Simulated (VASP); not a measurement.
# Sr (P6_3/mmc) in VASP: further runs

Sr is run at these levels: LDA; tasks: single point.

Everything below comes from runs of VASP 6.6.1. Logs are shortened: lines on timing, memory, paths and dates and some standing lists are left out, and cuts for length are marked.

## (1) The cell of the first run

It takes space group P6_3/mmc (No. 194, hexagonal). Conventional cell: a = 4.209 Å, b = 4.209 Å, c = 13.769 Å, α = 90.00°, β = 90.00°, γ = 120.00°. Sr (site symmetry -3m) has 12 Sr at 4.21 Å within 5.5 Å. Within 5.5 Å of Sr (site symmetry -6m2) lie 12 Sr at 4.21 Å.

## (2) Single point, LDA (volume scaled by 1.08)

INCAR reads:

```
SYSTEM = Sr
PREC = Accurate
ENCUT = 520
EDIFF = 1E-7
ISMEAR = -1
SIGMA = 0.1
LREAL = .False.
LASPH = .True.
NELM = 100
ALGO = Normal
ISIF = 2
LWAVE = .False.
LCHARG = .True.
GGA = CA
LELF = .True.
LVHAR = .True.
NBANDS = 28
```

KPOINTS reads:

```
Automatic mesh
0
Gamma
  10 10 3
  0 0 0
```

POSCAR reads:

```
Sr
1.0
    4.2094930973      0.0000000000      0.0000000000
   -2.1047465486      3.6455279593      0.0000000000
    0.0000000000      0.0000000000     13.7694860760
Sr
4
Direct
    0.0000000000      0.0000000000      1.0000000000
    0.0000000000      0.0000000000      0.5000000000
    0.3333333333      0.6666666667      0.2500000000
    0.6666666667      0.3333333333      0.7500000000
```

Potentials or basis: VASP PAW LDA potentials, release 64 (Sr_sv).

Started as:

```bash
$ cat potpaw_LDA.64/Sr_sv/POTCAR > POTCAR
$ mpirun -np 1 vasp_std > vasp.out
```

OUTCAR:

```text
SYSTEM = Sr
   PREC = Accurate
   ENCUT = 520
   EDIFF = 1E-7
   ISMEAR = -1
   LREAL = .False.
   LASPH = .True.
   NELM = 100
   ISIF = 2
   GGA = CA

 ion  position               nearest neighbor table
   1  0.000  0.000  0.000-   3 4.21   4 4.21   3 4.21   4 4.21   4 4.21   3 4.21
   2  0.000  0.000  0.500-   3 4.21   4 4.21   3 4.21   4 4.21   4 4.21   3 4.21
   3  0.333  0.667  0.250-   1 4.21   2 4.21   1 4.21   2 4.21   1 4.21   2 4.21
   4  0.667  0.333  0.750-   1 4.21   2 4.21   1 4.21   2 4.21   1 4.21   2 4.21

  LATTYP: Found a hexagonal cell.
 ALAT       =     4.2094930973
 C/A-ratio  =     3.2710556254

  Lattice vectors:

 A1 = (   4.2094930973,   0.0000000000,   0.0000000000)
 A2 = (  -2.1047465486,   3.6455279593,   0.0000000000)
 A3 = (   0.0000000000,   0.0000000000,  13.7694860760)

Analysis of symmetry for initial positions (statically):
=====================================================================
 Subroutine PRICEL returns:
 Original cell was already a primitive cell.

 Routine SETGRP: Setting up the symmetry group for a
 hexagonal supercell.

 Subroutine GETGRP returns: Found 24 space group operations
 (whereof 12 operations were pure point group operations)
 out of a pool of 24 trial point group operations.

The static configuration has the point symmetry D_3d.
 The point group associated with its full space group is D_6h.

Analysis of symmetry for dynamics (positions and initial velocities):
=====================================================================
 Subroutine PRICEL returns:
 Original cell was already a primitive cell.

 Routine SETGRP: Setting up the symmetry group for a
 hexagonal supercell.

 Subroutine GETGRP returns: Found 24 space group operations
 (whereof 12 operations were pure point group operations)
 out of a pool of 24 trial point group operations.

The dynamic configuration has the point symmetry D_3d.
 The point group associated with its full space group is D_6h.

 Subroutine INISYM returns: Found 24 space group operations
 (whereof 12 operations are pure point group operations),
 and found     1 'primitive' translations

----------------------------------------------------------------------------------------

                                     Primitive cell

  volume of cell :     211.3041

  direct lattice vectors                    reciprocal lattice vectors
     4.209493097  0.000000000  0.000000000     0.237558294  0.137154345  0.000000000
    -2.104746549  3.645527959  0.000000000     0.000000000  0.274308690  0.000000000
     0.000000000  0.000000000 13.769486076     0.000000000  0.000000000  0.072624352

  length of vectors
     4.209493097  4.209493097 13.769486076     0.274308690  0.274308690  0.072624352

  position of ions in fractional coordinates (direct lattice)
     0.000000000  0.000000000  0.000000000
     0.000000000  0.000000000  0.500000000
     0.333333333  0.666666667  0.250000000
     0.666666667  0.333333333  0.750000000

  ion indices of the primitive-cell ions
   primitive index   ion index
                 1           1
                 2           2
                 3           3
                 4           4

----------------------------------------------------------------------------------------

 KPOINTS: Automatic mesh

Automatic generation of k-mesh.
 Grid dimensions read from file:
 generate k-points for:   10   10    3

 Generating k-lattice:

  Cartesian coordinates                     Fractional coordinates (reciprocal lattice)
     0.023755829  0.013715435  0.000000000     0.100000000  0.000000000  0.000000000
     0.000000000  0.027430869  0.000000000     0.000000000  0.100000000  0.000000000
     0.000000000  0.000000000  0.024208117     0.000000000  0.000000000  0.333333333

  Length of vectors
     0.027430869  0.027430869  0.024208117

  Shift w.r.t. Gamma in fractional coordinates (k-lattice)
     0.000000000  0.000000000  0.000000000

 Subroutine IBZKPT returns following result:
 ===========================================

 Found     28 irreducible k-points:

 Following reciprocal coordinates:
            Coordinates               Weight
  0.000000  0.000000  0.000000      1.000000
  0.100000 -0.000000  0.000000      6.000000
  0.200000 -0.000000  0.000000      6.000000
  0.300000  0.000000  0.000000      6.000000
  0.400000  0.000000  0.000000      6.000000
  0.500000 -0.000000  0.000000      3.000000
[... 16 lines left out ...]
  0.300000  0.100000  0.333333     24.000000
  0.400000  0.100000  0.333333     24.000000
 [... further k-points ...]
   k-points           NKPTS =     28   k-points in BZ     NKDIM =     28   number of bands    NBANDS=     28
   number of dos      NEDOS =    301   number of ions     NIONS =      4
   total plane-waves  NPLWV = 110592
   dimension x,y,z NGX =    32 NGY =   32 NGZ =  108
   dimension x,y,z NGXF=    64 NGYF=   64 NGZF=  216
   ions per type =               4
   NGX,Y,Z   is equivalent  to a cutoff of  12.64, 12.64, 13.04 a.u.
   NGXF,Y,Z  is equivalent  to a cutoff of  25.28, 25.28, 26.08 a.u.
 SYSTEM =  Sr
   PREC   = accura    normal or accurate (medium, high low for compatibility)
   ISTART =      0    job   : 0-new  1-cont  2-samecut
   ICHARG =      2    charge: 1-file 2-atom 10-const
   ISPIN  =      1    spin polarized calculation?
   LNONCOLLINEAR =      F non collinear calculations
   LSORBIT =      F    spin-orbit coupling
   LASPH  =      T    aspherical Exc in radial PAW
   ENCUT  =  520.0 eV  38.22 Ry    6.18 a.u.   7.83  7.83 25.60*2*pi/ulx,y,z
   NELM   =    100;   NELMIN=  2; NELMDL= -5     # of ELM steps
   EDIFF  = 0.1E-06   stopping-criterion for ELM
   LREAL  =      F    real-space projection
   EDIFFG = 0.1E-05   stopping-criterion for IOM
   NSW    =      0    number of steps for IOM
   IBRION =     -1    ionic relax: 0-MD 1-quasi-New 2-CG
   NFREE  =      0    steps in history (QN), initial steepest desc. (CG)
   ISIF   =      2    stress and relaxation
   ISYM   =      2    0-nonsym 1-usesym 2-fastsym
   POTIM  = 0.5000    time-step for ionic-motion
   TEBEG  =    0.0;   TEEND  =   0.0 temperature during run
   PSTRESS=    0.0 pullay stress
   NELECT =      40.0000    total number of electrons
   NUPDOWN=      -1.0000    fix difference up-down
   EMIN   =  10.00;   EMAX   =-10.00  energy-range for DOS
   EFERMI =   0.00;   METHOD = LEGACY
   ISMEAR =    -1;   SIGMA  =   0.10  broadening in eV -4-tet -1-fermi 0-gaus
   EFERMI_NEDOS =   21; number of points for ismear=-14 and -15
   IALGO  =     38    algorithm
   IMIX   =      4    mixing-type and parameters
     AMIX     =   0.40;   BMIX     =  1.00
     AMIX_MAG =   1.60;   BMIX_MAG =  1.00
  volume/ion in A,a.u.               =      52.83       356.49
  Fermi-wavevector in a.u.,A,eV,Ry     =   0.939995  1.776333 12.021978  0.883590
  Thomas-Fermi vector in A             =   2.067363
   LORBIT       =      0    0 simple, 1 ext, 2 COOP (PROOUT), +10 PAW based schemes
   GGA     = CA    functional components
   LHFCALC =     F    Hartree Fock is set to
   AEXX    =    0.0000 exact exchange contribution
   IVDW    =     0    specifies the selected vdW correction
   LEPSILON=     F    determine dielectric tensor
   LRPA    =     F    only Hartree local field effects (RPA)
 non-spin polarized calculation
  energy-cutoff  :      520.00
  volume of cell :      211.30
 maximum number of plane-waves:      5718
 NGX is ok and might be reduce to    32
   NGX = 15   NGY = 15   NGZ = 51

 number of electron      39.9999999 magnetization

 Free energy of the ion-electron system (eV)
  ---------------------------------------------------
  ext. energy  EPLUGINS =         0.00000000
  ---------------------------------------------------
  free energy    TOTEN  =        -7.60724738 eV

  energy without entropy =       -7.43258909  energy(sigma->0) =       -7.51991824

 E-fermi :   1.5463     XC(G=0):  -7.6833

 val. band max:        1.4780190473   @ k =   0.3000   0.2000   0.3333
 cond. band min:       1.5576427681   @ k =   0.3000   0.3000   0.3333
 fundamental gap:      0.0796237208
 Fermi energy:         1.5462853265

 k-point     1 :       0.0000    0.0000    0.0000
  band No.  band energies     occupation
      1     -34.8169      2.00000
      2     -34.8083      2.00000
      3     -34.8082      2.00000
      4     -34.7996      2.00000
      5     -17.0235      2.00000
      6     -16.9108      2.00000
[... 20 lines left out ...]
     27       3.7792      0.00000
     28       3.8244      0.00000

 k-point     2 :       0.1000   -0.0000    0.0000
  band No.  band energies     occupation
      1     -34.8154      2.00000
      2     -34.8072      2.00000
      3     -34.8071      2.00000
      4     -34.7988      2.00000
      5     -17.0161      2.00000
      6     -16.9131      2.00000
[... 20 lines left out ...]
     27       3.8423      0.00000
     28       3.9046      0.00000

 k-point     3 :       0.2000   -0.0000    0.0000
  band No.  band energies     occupation
      1     -34.8114      2.00000
      2     -34.8043      2.00000
      3     -34.8041      2.00000
      4     -34.7970      2.00000
      5     -16.9959      2.00000
      6     -16.9270      2.00000
[... 20 lines left out ...]
     27       3.7910      0.00000
     28       4.0943      0.00000

 k-point     4 :       0.3000    0.0000    0.0000
  band No.  band energies     occupation
      1     -34.8062      2.00000
      2     -34.8007      2.00000
      3     -34.8005      2.00000
      4     -34.7950      2.00000
      5     -16.9763      2.00000
      6     -16.9660      2.00000
[... 20 lines left out ...]
     27       3.5203      0.00000
     28       3.6380      0.00000

 k-point     5 :       0.4000    0.0000    0.0000
  band No.  band energies     occupation
      1     -34.8015      2.00000
      2     -34.7977      2.00000
      3     -34.7976      2.00000
      4     -34.7939      2.00000
      5     -17.0062      2.00000
      6     -17.0041      2.00000
[... 20 lines left out ...]
     27       3.0769      0.00000
     28       3.5649      0.00000

 k-point     6 :       0.5000   -0.0000    0.0000
  band No.  band energies     occupation
      1     -34.7994      2.00000
      2     -34.7966      2.00000
      3     -34.7965      2.00000
      4     -34.7937      2.00000
      5     -17.0222      2.00000
      6     -17.0184      2.00000
[... 463 lines left out ...]
      5     -16.9912      2.00000
      6     -16.9612      2.00000
[... 20 lines left out ...]
     27       3.7556      0.00000
     28       3.8792      0.00000

 k-point    22 :       0.2000    0.1000    0.3333
  band No.  band energies     occupation
      1     -34.8072      2.00000
      2     -34.8049      2.00000
      3     -34.7988      2.00000
      4     -34.7965      2.00000
      5     -16.9750      2.00000
      6     -16.9639      2.00000
[... 20 lines left out ...]
     27       3.5497      0.00000
     28       3.6515      0.00000

 k-point    23 :       0.3000    0.1000    0.3333
  band No.  band energies     occupation
      1     -34.8024      2.00000
      2     -34.8008      2.00000
      3     -34.7964      2.00000
      4     -34.7947      2.00000
      5     -16.9867      2.00000
      6     -16.9750      2.00000
[... 20 lines left out ...]
     27       3.2134      0.00000
     28       3.4331      0.00000

 k-point    24 :       0.4000    0.1000    0.3333
  band No.  band energies     occupation
      1     -34.7990      2.00000
      2     -34.7980      2.00000
      3     -34.7951      2.00000
      4     -34.7941      2.00000
      5     -17.0075      2.00000
      6     -17.0034      2.00000
[... 20 lines left out ...]
     27       3.0544      0.00000
     28       3.3635      0.00000

 [... further k-points ...]
[... 5 lines left out ...]
  --------------------------------------------------------------------------------------
  -------------------------------------------------------------------------------------
  Total       -1.2441048     -1.2441048     -1.2146389     -0.0000000     -0.0000000     -0.0000000
  in kB       -9.4332118     -9.4332118     -9.2097919     -0.0000000     -0.0000000     -0.0000000
  external PRESSURE =      -9.3587385 kB  Pullay stress =       0.0000000 kB

 VOLUME and BASIS-vectors are now :
 -----------------------------------------------------------------------------
  energy-cutoff  :      520.00
  volume of cell :      211.30
      direct lattice vectors                 reciprocal lattice vectors
     4.209493097  0.000000000  0.000000000     0.237558294  0.137154345  0.000000000
    -2.104746549  3.645527959  0.000000000     0.000000000  0.274308690  0.000000000
     0.000000000  0.000000000 13.769486076     0.000000000  0.000000000  0.072624352

 POSITION                                       TOTAL-FORCE (eV/Angst)
 -----------------------------------------------------------------------------------
      0.00000      0.00000      0.00000         0.000000      0.000000      0.000000
      0.00000      0.00000      6.88474        -0.000000      0.000000      0.000000
     -0.00000      2.43035      3.44237         0.000000     -0.000000      0.000000
      2.10475      1.21518     10.32711        -0.000000     -0.000000      0.000000
 -----------------------------------------------------------------------------------
    total drift:                               -0.000000      0.000000      0.000000

  FREE ENERGIE OF THE ION-ELECTRON SYSTEM (eV)
  ---------------------------------------------------
  free  energy   TOTEN  =        -7.6072473807 eV

  energy  without entropy=       -7.4325890898  energy(sigma->0) =       -7.51991824
```

It took 72 s on 1 thread of Intel Xeon 6975P-C (Granite Rapids), shared host; peak memory 0.32 GiB.

What came out:

```yaml
Free_energy: -7.6072 eV
Pressure: -0.9 GPa
Band_gap_on_the_k_mesh: zero (band 20 reaches 1.66 eV, above the bottom of band 21 at 1.56 eV)
```

## (3) Single point, LDA (volume scaled by 1.12)

INCAR reads:

```
SYSTEM = Sr
  PREC = Accurate
  ENCUT = 520
  EDIFF = 1E-6
  ISMEAR = -1
  SIGMA = 0.1
  LREAL = .FALSE.
  LASPH = .TRUE.
  NELM = 60
  ALGO = Normal
  ISIF = 2
  LWAVE = .FALSE.
  LCHARG = .TRUE.
  GGA = CA
  LELF = .TRUE.
  LVHAR = .TRUE.
  NBANDS = 28
```

KPOINTS reads:

```
Automatic mesh
0
G
  10 10 3
  0 0 0
```

POSCAR reads:

```
Sr
1.0
    4.2608334388      0.0000000000      0.0000000000
   -2.1304167194      3.6899899993      0.0000000000
    0.0000000000      0.0000000000     13.9374231890
Sr
4
Direct
    0.0000000000      0.0000000000      1.0000000000
    0.0000000000      0.0000000000      0.5000000000
    0.3333333333      0.6666666667      0.2500000000
    0.6666666667      0.3333333333      0.7500000000
```

Potentials or basis: VASP PAW LDA potentials, release 64 (Sr_sv).

Started as:

```bash
$ cat potpaw_LDA.64/Sr_sv/POTCAR > POTCAR
$ mpirun -np 1 vasp_std > vasp.out
```

It took 68 s on 1 thread of Intel Xeon 6975P-C (Granite Rapids), shared host; peak memory 0.32 GiB.

The run converged. Its results:

```
Free energy            : -7.5531 eV
Pressure               : -1.3 GPa
Band gap on the k mesh : zero (band 20 reaches 1.55 eV, above the bottom of band 21 at 1.43 eV)
```

Levels at points of the mesh, in eV from the Fermi level:
```csv
k point,band 17,band 18,band 19,band 20,band 21,band 22,band 23,band 24
"(0.00, 0.00, 0.00)",-3.66,-2.71,-2.71,-1.17,0.14,1.22,1.24,2.13
"(0.50, 0.00, 0.00)",-1.15,-0.84,-0.75,-0.57,0.12,0.27,0.30,0.31
```
